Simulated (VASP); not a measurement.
## Ta7Mo9: single point with PBE

Ta7Mo9:

```
CELL_PARAMETERS angstrom
6.43576 0.07535 -0.18657
0.07535 6.54672 0.23285
-0.18657 0.23285 6.29678
ATOMIC_POSITIONS crystal
Mo 0.51347 0.78226 0.68936
Mo 0.73692 0.52882 0.92726
Mo 0.55487 0.79488 0.23195
Mo 0.56444 0.27410 0.16457
Mo 0.02465 0.69944 0.25877
Mo 0.29944 0.98457 0.97216
Mo 0.98214 0.25467 0.18327
Mo 0.27879 0.55093 0.98067
Mo 0.27306 0.02148 0.39375
Ta 0.07386 0.23453 0.74681
Ta 0.01011 0.77568 0.75987
Ta 0.52174 0.23510 0.70311
Ta 0.27136 0.46894 0.40869
Ta 0.71465 0.51504 0.48085
Ta 0.77230 0.03112 0.44224
Ta 0.77113 0.01902 0.94274
```

```
Program             : VASP 6.6.1
Task                : single point
Functional          : PBE
Potentials or basis : VASP PAW PBE potentials, release 64 (Mo_sv, Ta_pv)
Cutoff              : 400 eV
k mesh              : 1 × 1 × 1, shifted
Occupations         : fermi-dirac, width 0.2758 eV
Spin                : no spin polarisation
```

- Pressure: 18.7 GPa
- Largest force: 5.554 eV/Å
- Band gap on the k mesh: zero (an odd number of electrons rules out a gap without spin polarisation)

Forces on the atoms (eV/Å):
```
Mo  -1.448  0.279  0.479
Mo   2.246 -0.155  0.966
Mo  -1.839 -1.894 -2.466
Mo  -3.356  0.733  1.083
Mo  -2.308  4.361 -2.550
Mo  -0.864  1.141  0.125
Mo   2.821  1.045  1.005
Mo   0.471 -1.589 -1.582
Mo  -0.907 -0.381  1.944
Ta  -1.891  1.809 -1.757
Ta   1.401 -1.246 -2.903
Ta  -2.083  1.850 -0.585
Ta   1.659 -1.351  2.929
Ta   3.806 -0.925 -0.197
Ta   1.302 -1.158  1.161
Ta   0.990 -2.520  2.348
```

Stress tensor (GPa, compression positive):
```
18.63 -3.50  3.53
-3.50 18.91 -4.37
 3.53 -4.37 18.70
```

Levels at points of the mesh, in eV from the Fermi level:
| k point | band 98 | band 99 | band 100 | band 101 | band 102 | band 103 | band 104 | band 105 | band 106 | band 107 |
| --- | --- | --- | --- | --- | --- | --- | --- | --- | --- | --- |
| (0.25, 0.25, 0.25) | -0.49 | -0.42 | -0.29 | -0.24 | -0.03 | 0.11 | 0.33 | 0.44 | 0.53 | 0.75 |

Wall time 3.4 min on 1 thread of AMD EPYC 7R13, on a shared host, peak memory 0.25 GiB.

Caveat: the atoms stand as in a frame of molecular dynamics; so wide a smearing shifts energies and pressures; spin-orbit coupling is left out, which moves the levels of the heavy elements.
